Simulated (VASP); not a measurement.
# Cu (Fm-3m) in VASP: notebook

The runs below take Cu through single point, with PBE.

All numbers are computed with VASP 6.6.1; they aren't measurements. Logs are shortened: lines on timing, memory, paths and dates and some standing lists are left out, and cuts for length are marked.

## Step 1: The cell of the first run

The structure is cubic, space group Fm-3m (No. 225). Conventional cell: a = 3.566 Å, b = 3.566 Å, c = 3.566 Å, α = 90.00°, β = 90.00°, γ = 90.00°. Cu (site symmetry m-3m) has 12 Cu at 2.52 Å within 3.3 Å.

## Step 2: Single point, PBE

File INCAR:

```
  PREC = Accurate
  ENCUT = 600
  EDIFF = 1E-6
  ISMEAR = -1
  SIGMA = 0.1
  LREAL = False
  LASPH = True
  NELM = 120
  ALGO = Normal
  ISIF = 2
  LWAVE = False
  LCHARG = True
  GGA = PE
  LELF = True
  LVHAR = True
  NBANDS = 12
  GGA_COMPAT = False
```

File KPOINTS:

```
regular mesh
0
Gamma
  4 4 4
```

File POSCAR:

```
Cu
1.0
    0.0000000000      1.7830713297      1.7830713297
    1.7830713297      0.0000000000      1.7830713297
    1.7830713297      1.7830713297      0.0000000000
Cu
1
Direct
    0.0000000000      0.0000000000      0.0000000000
```

Potentials or basis: VASP PAW PBE potentials, release 64 (Cu).

Started as:

```
$ cat potpaw_PBE.64/Cu/POTCAR > POTCAR
$ mpirun -np 1 vasp_std > vasp.out
```

OUTCAR:

```text
PREC = Accurate
   ENCUT = 600
   EDIFF = 1E-6
   ISMEAR = -1
   LREAL = False
   LASPH = True
   NELM = 120
   ISIF = 2
   GGA = PE

 ion  position               nearest neighbor table
   1  0.000  0.000  0.000-

  LATTYP: Found a face centered cubic cell.
 ALAT       =     3.5661426594

  Lattice vectors:

 A1 = (   0.0000000000,   1.7830713297,   1.7830713297)
 A2 = (   1.7830713297,   0.0000000000,   1.7830713297)
 A3 = (   1.7830713297,   1.7830713297,   0.0000000000)

Analysis of symmetry for initial positions (statically):
=====================================================================
 Subroutine PRICEL returns:
 Original cell was already a primitive cell.

 Routine SETGRP: Setting up the symmetry group for a
 face centered cubic supercell.

 Subroutine GETGRP returns: Found 48 space group operations
 (whereof 48 operations were pure point group operations)
 out of a pool of 48 trial point group operations.

The static configuration has the point symmetry O_h .

Analysis of symmetry for dynamics (positions and initial velocities):
=====================================================================
 Subroutine PRICEL returns:
 Original cell was already a primitive cell.

 Routine SETGRP: Setting up the symmetry group for a
 face centered cubic supercell.

 Subroutine GETGRP returns: Found 48 space group operations
 (whereof 48 operations were pure point group operations)
 out of a pool of 48 trial point group operations.

The dynamic configuration has the point symmetry O_h .

 Subroutine INISYM returns: Found 48 space group operations
 (whereof 48 operations are pure point group operations),
 and found     1 'primitive' translations

----------------------------------------------------------------------------------------

                                     Primitive cell

  volume of cell :      11.3380

  direct lattice vectors                    reciprocal lattice vectors
     0.000000000  1.783071330  1.783071330    -0.280415030  0.280415030  0.280415030
     1.783071330  0.000000000  1.783071330     0.280415030 -0.280415030  0.280415030
     1.783071330  1.783071330  0.000000000     0.280415030  0.280415030 -0.280415030

  length of vectors
     2.521643657  2.521643657  2.521643657     0.485693079  0.485693079  0.485693079

[... 64 lines left out ...]
   NSW    =      0    number of steps for IOM
   IBRION =     -1    ionic relax: 0-MD 1-quasi-New 2-CG
   NFREE  =      0    steps in history (QN), initial steepest desc. (CG)
   ISIF   =      2    stress and relaxation
   ISYM   =      2    0-nonsym 1-usesym 2-fastsym
   POTIM  = 0.5000    time-step for ionic-motion
   TEBEG  =    0.0;   TEEND  =   0.0 temperature during run
   PSTRESS=    0.0 pullay stress
   NELECT =      11.0000    total number of electrons
   NUPDOWN=      -1.0000    fix difference up-down
   EMIN   =  10.00;   EMAX   =-10.00  energy-range for DOS
   EFERMI =   0.00;   METHOD = LEGACY
   ISMEAR =    -1;   SIGMA  =   0.10  broadening in eV -4-tet -1-fermi 0-gaus
   EFERMI_NEDOS =   21; number of points for ismear=-14 and -15
   IALGO  =     38    algorithm
   IMIX   =      4    mixing-type and parameters
     AMIX     =   0.40;   BMIX     =  1.00
     AMIX_MAG =   1.60;   BMIX_MAG =  1.00
  volume/ion in A,a.u.               =      11.34        76.51
  Fermi-wavevector in a.u.,A,eV,Ry     =   1.620667  3.062616 35.736521  2.626560
  Thomas-Fermi vector in A             =   2.714568
   LORBIT       =      0    0 simple, 1 ext, 2 COOP (PROOUT), +10 PAW based schemes
   GGA     = PE    functional components
   LHFCALC =     F    Hartree Fock is set to
   AEXX    =    0.0000 exact exchange contribution
   IVDW    =     0    specifies the selected vdW correction
   LEPSILON=     F    determine dielectric tensor
   LRPA    =     F    only Hartree local field effects (RPA)
 non-spin polarized calculation
  energy-cutoff  :      600.00
  volume of cell :       11.34
 maximum number of plane-waves:       388
   NGX =  9   NGY =  9   NGZ =  9

 number of electron      11.0000013 magnetization

 Free energy of the ion-electron system (eV)
  ---------------------------------------------------
  ext. energy  EPLUGINS =         0.00000000
  ---------------------------------------------------
  free energy    TOTEN  =        -3.54972957 eV

  energy without entropy =       -3.53668755  energy(sigma->0) =       -3.54320856

 E-fermi :   8.7549     XC(G=0): -12.9690

 val. band max:        7.7959045977   @ k =  -0.2500   0.2500   0.0000
 cond. band min:       9.0684626534   @ k =   0.5000   0.2500   0.0000
 fundamental gap:      1.2725580557
 Fermi energy:         8.7549075662

 k-point     1 :       0.0000    0.0000    0.0000
  band No.  band energies     occupation
      1      -1.5658      2.00000
      2       4.9278      2.00000
      3       4.9278      2.00000
      4       4.9278      2.00000
      5       5.8039      2.00000
      6       5.8039      2.00000
      7      31.0223      0.00000
      8      33.9860      0.00000
      9      33.9860      0.00000
     10      33.9860      0.00000
     11      36.5149      0.00000
     12      36.5149      0.00000
[... 91 lines left out ...]
 k-point     8 :      -0.2500    0.5000    0.2500
  band No.  band energies     occupation
      1       3.7381      2.00000
      2       4.3864      2.00000
      3       4.3864      2.00000
      4       5.7579      2.00000
      5       6.5596      2.00000
      6      14.4583      0.00000
      7      14.4583      0.00000
      8      16.5984      0.00000
      9      17.2857      0.00000
     10      36.9634      0.00000
     11      36.9634      0.00000
     12      38.4201      0.00000

------------------------ aborting loop because EDIFF is reached ----------------------------------------

  FORCE on cell =-STRESS in cart. coord.  units (eV):
  Direction    XX          YY          ZZ          XY          YZ          ZX
  --------------------------------------------------------------------------------------
  -------------------------------------------------------------------------------------
  Total        0.7875280      0.7875280      0.7875280      0.0000000      0.0000000     -0.0000000
  in kB      111.2859705    111.2859705    111.2859705      0.0000000      0.0000000     -0.0000000
  external PRESSURE =     111.2859705 kB  Pullay stress =       0.0000000 kB

 VOLUME and BASIS-vectors are now :
 -----------------------------------------------------------------------------
  energy-cutoff  :      600.00
  volume of cell :       11.34
      direct lattice vectors                 reciprocal lattice vectors
     0.000000000  1.783071330  1.783071330    -0.280415030  0.280415030  0.280415030
     1.783071330  0.000000000  1.783071330     0.280415030 -0.280415030  0.280415030
     1.783071330  1.783071330  0.000000000     0.280415030  0.280415030 -0.280415030

 POSITION                                       TOTAL-FORCE (eV/Angst)
 -----------------------------------------------------------------------------------
      0.00000      0.00000      0.00000         0.000000      0.000000      0.000000
 -----------------------------------------------------------------------------------
    total drift:                               -0.000000     -0.000000     -0.000000

  FREE ENERGIE OF THE ION-ELECTRON SYSTEM (eV)
  ---------------------------------------------------
  free  energy   TOTEN  =        -3.5497295713 eV

  energy  without entropy=       -3.5366875463  energy(sigma->0) =       -3.54320856
```

OSZICAR:

```text
N       E                     dE             d eps       ncg     rms          rms(c)
DAV:   1     0.464805761809E+02    0.46481E+02   -0.58191E+03   216   0.183E+03
DAV:   2    -0.291612803182E+01   -0.49397E+02   -0.45144E+02   196   0.229E+02
DAV:   3    -0.446535295342E+01   -0.15492E+01   -0.15331E+01   240   0.420E+01
DAV:   4    -0.447592749276E+01   -0.10575E-01   -0.10572E-01   212   0.318E+00
DAV:   5    -0.447601375922E+01   -0.86266E-04   -0.86266E-04   232   0.274E-01    0.801E+00
DAV:   6    -0.394328309082E+01    0.53273E+00   -0.14222E+01   220   0.723E+01    0.391E+00
DAV:   7    -0.356309753870E+01    0.38019E+00   -0.22353E+00   224   0.287E+01    0.524E-01
DAV:   8    -0.355263227873E+01    0.10465E-01   -0.92690E-03   228   0.201E+00    0.404E-01
DAV:   9    -0.354972296915E+01    0.29093E-02   -0.16515E-02   228   0.228E+00    0.226E-02
DAV:  10    -0.354972960636E+01   -0.66372E-05   -0.33818E-05   240   0.767E-02    0.910E-03
DAV:  11    -0.354972957126E+01    0.35101E-07   -0.80990E-07   188   0.149E-02
   1 F= -.35497296E+01 E0= -.35432086E+01  d E =-.130420E-01
```

It took 5.3 s on 1 thread of AMD EPYC 7R13, shared host; peak memory 0.09 GiB.

What came out:

```yaml
Free_energy: -3.5497 eV
Pressure: 11.1 GPa
```

Levels at points of the mesh, in eV from the Fermi level:
```
           k point  band 4  band 5  band 6  band 7  band 8  band 9
(0.00, 0.00, 0.00)   -3.83   -2.95   -2.95   22.27   25.23   25.23
(0.50, 0.00, 0.00)   -2.35   -2.35   -1.78    3.30   20.74   22.06
(0.50, 0.50, 0.00)   -2.20   -2.20    0.81    6.74   12.75   12.75
```

Caveat: the k points lie up to 0.76 Å⁻¹ apart.

## Step 3: Single point, PBE

This run uses another cell than the first one, of 12.28 Å³/atom, 1.083 times its volume.

File INCAR:

```
PREC = Accurate ; ENCUT = 600
EDIFF = 1E-6 ; ISMEAR = -1
SIGMA = 0.1 ; LREAL = F
LASPH = T ; NELM = 120
ALGO = Normal ; ISIF = 2
LWAVE = F ; LCHARG = F
GGA = PE ; NBANDS = 12
GGA_COMPAT = F
```

KPOINTS is that of step 2.

File POSCAR:

```
Cu
1.0
    0.0000000000      1.8312856224      1.8312856224
    1.8312856224      0.0000000000      1.8312856224
    1.8312856224      1.8312856224      0.0000000000
Cu
1
Direct
    0.0000000000      0.0000000000      0.0000000000
```

Potentials or basis: VASP PAW PBE potentials, release 64 (Cu).

Started as:

```
$ cat potpaw_PBE.64/Cu/POTCAR > POTCAR
$ mpirun -np 1 vasp_std > vasp.out
```

It took 6.8 s on 1 thread of AMD EPYC 7R13, shared host; peak memory 0.1 GiB.

It converged, with:

```
Free energy : -3.5748 eV
Pressure    : -1.6 GPa
```

Levels at points of the mesh, in eV from the Fermi level:
| k point | band 3 | band 4 | band 5 | band 6 | band 7 | band 8 | band 9 | band 10 |
| --- | --- | --- | --- | --- | --- | --- | --- | --- |
| (0.00, 0.00, 0.00) | -3.52 | -3.52 | -2.74 | -2.74 | 21.71 | 24.04 | 24.04 | 24.04 |
| (0.50, 0.00, 0.00) | -3.55 | -2.21 | -2.21 | -1.46 | 2.97 | 20.22 | 20.89 | 20.89 |
| (0.50, 0.50, 0.00) | -2.23 | -2.08 | -2.08 | 0.95 | 6.25 | 12.20 | 12.20 | 16.59 |

Caveat: the k points lie up to 0.74 Å⁻¹ apart.

## Step 4: Single point, PBE

This run uses another cell than the first one, of 12.28 Å³/atom, 1.083 times its volume.

File INCAR:

```
SYSTEM = Cu
PREC     = Accurate       ! precision mode
ENCUT    = 600            ! plane-wave cutoff, eV
EDIFF    = 1E-6           ! SCF threshold, eV
ISMEAR   = -1             ! smearing method
SIGMA    = 0.1            ! smearing width, eV
LREAL    = .FALSE.        ! projectors in reciprocal space
LASPH    = .TRUE.         ! aspherical terms in the spheres
NELM     = 120            ! most SCF steps
ALGO     = Normal         ! electronic algorithm
ISIF     = 2              ! what is computed and relaxed
LWAVE    = .FALSE.        ! write WAVECAR
LCHARG   = .FALSE.        ! write CHGCAR
GGA      = PE             ! functional
NBANDS   = 12             ! bands
GGA_COMPAT= .FALSE.
```

File KPOINTS:

```
Automatic mesh
0
G
  4 4 4
  0 0 0
```

POSCAR is that of step 3.

Started as:

```
$ cat potpaw_PBE.64/Cu/POTCAR > POTCAR
$ mpirun -np 1 vasp_std > vasp.out
```

Wall time 6.4 s (1 thread of AMD EPYC 7R13, shared host); peak memory 0.1 GiB.

Results (log left out):

```
Free energy : -3.5748 eV
Pressure    : -1.6 GPa
```

Levels at points of the mesh, in eV from the Fermi level:
```
           k point  band 2  band 3  band 4  band 5  band 6  band 7  band 8  band 9  band 10  band 11
(0.00, 0.00, 0.00)   -3.52   -3.52   -3.52   -2.74   -2.74   21.71   24.04   24.04    24.04    26.51
(0.50, 0.00, 0.00)   -3.55   -3.55   -2.21   -2.21   -1.46    2.97   20.22   20.89    20.89    23.94
(0.50, 0.50, 0.00)   -4.82   -2.23   -2.08   -2.08    0.95    6.25   12.20   12.20    16.59    19.04
```

Caveat: the k points lie up to 0.74 Å⁻¹ apart.

## Step 5: Single point, PBE

This run uses another cell than the first one, of 12.76 Å³/atom, 1.125 times its volume.

File INCAR:

```
ALGO = Normal
EDIFF = 1E-6
ENCUT = 600
GGA = PE
GGA_COMPAT = False
ISIF = 2
ISMEAR = -1
LASPH = True
LCHARG = False
LREAL = False
LWAVE = False
NBANDS = 12
NELM = 120
PREC = Accurate
SIGMA = 0.1
```

File KPOINTS:

```
k-points
0
Gamma
  4 4 4
```

File POSCAR:

```
Cu
1.0
    0.0000000000      1.8544689142      1.8544689142
    1.8544689142      0.0000000000      1.8544689142
    1.8544689142      1.8544689142      0.0000000000
Cu
1
Direct
    0.0000000000      0.0000000000      0.0000000000
```

Started as:

```
$ cat potpaw_PBE.64/Cu/POTCAR > POTCAR
$ mpirun -np 1 vasp_std > vasp.out
```

It took 5.6 s on 1 thread of AMD EPYC 7R13, shared host; peak memory 0.1 GiB.

Results (log left out):

* Free energy: -3.5633 eV
* Pressure: -6.0 GPa

Levels at points of the mesh, in eV from the Fermi level:
```tsv
k point	band 3	band 4	band 5	band 6	band 7	band 8	band 9	band 10
(0.00, 0.00, 0.00)	-3.38	-3.38	-2.65	-2.65	21.43	23.49	23.49	23.49
(0.50, 0.00, 0.00)	-3.41	-2.15	-2.15	-1.33	2.82	19.96	20.35	20.35
(0.50, 0.50, 0.00)	-2.17	-2.03	-2.03	1.01	6.03	11.95	11.95	16.26
```

Caveat: the k points lie up to 0.73 Å⁻¹ apart.

(Continued in part 2 of 2.)
